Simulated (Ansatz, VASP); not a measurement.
# VMo in VASP and in Ansatz

The input INCAR:

```
SYSTEM = VMo
PREC = Accurate
ENCUT = 520
EDIFF = 1E-7
ISMEAR = -1
SIGMA = 0.05
LREAL = .False.
LASPH = .True.
NELM = 150
ALGO = Normal
ISIF = 2
LWAVE = .False.
LCHARG = .False.
ISPIN = 2
MAGMOM = 2 1.5
LORBIT = 11
LMAXMIX = 4
NBANDS = 24
```

Contents of KPOINTS:

```
Automatic mesh
0
Gamma
  11 11 7
  0 0 0
```

POSCAR

```
VMo
1.0
    1.5372777900     -2.2240280561      0.0000000000
    1.5372777900      2.2240280561      0.0000000000
    0.0000000000      0.0000000000      4.2290126323
V Mo
1 1
Direct
    0.5000000000      0.5000000000      0.5000000000
    0.0000000000      0.0000000000      0.0000000000
```

Input for Ansatz:

```yaml
crystal:
  lattice:
    - [1.53727779, -2.2240280561, 0.0]
    - [1.53727779, 2.2240280561, 0.0]
    - [0.0, 0.0, 4.2290126323]
  atoms:
    - { symbol: V, position: [0.5, 0.5, 0.5], spin: 2.0 }
    - { symbol: Mo, position: [0.0, 0.0, 0.0], spin: 1.5 }
magnetization:
  spin_polarized: true
kpoints:
  mp_grid: { grid: [11, 11, 7] }
scf:
  occupations: { method: fermi_dirac, width: 0.05 }
  lower_state_search: "off"
hamiltonian:
  xc: lda
  pseudopotentials: { kind: paw }
output:
  forces: true
  stress: true
  eigenvalues: true
  populations: true
  dos: { projected: true, de: 0.1, e_range: [-8, 5] }
  write_density: true
  write_potential: true
  elf: true
  volumetric_format: npy
```

Alike in both runs: task single point; functional LDA; k mesh 11 × 11 × 7; occupations fermi-dirac, width 0.05 eV; collinear spin.

|  | VASP | Ansatz |
| --- | --- | --- |
| version | VASP 6.6.1 | Ansatz 0.2.0 |
| potentials or method | VASP PAW LDA potentials, release 64 (V_sv, Mo_sv) | PAW with Ansatz's default frozen-core files, scalar-relativistic |
| plane-wave cutoff (eV) | 520 | 420 |
| valence electrons in the cell | 27 | 27 |

|  | VASP | Ansatz | Ansatz less VASP |
| --- | --- | --- | --- |
| pressure (GPa) | -10.6 | -11.3 | -0.74 |
| traceless stress, the component that is largest in VASP (GPa) | -0.51 | -0.44 | +0.061 |
| net moment per atom (μB) | 0.00 | 0.00 | 0.000 |

LDA's correlation is that of Perdew and Zunger in VASP and of Perdew and Wang (1992) in Ansatz. Ansatz's warnings: seeded moment not kept.
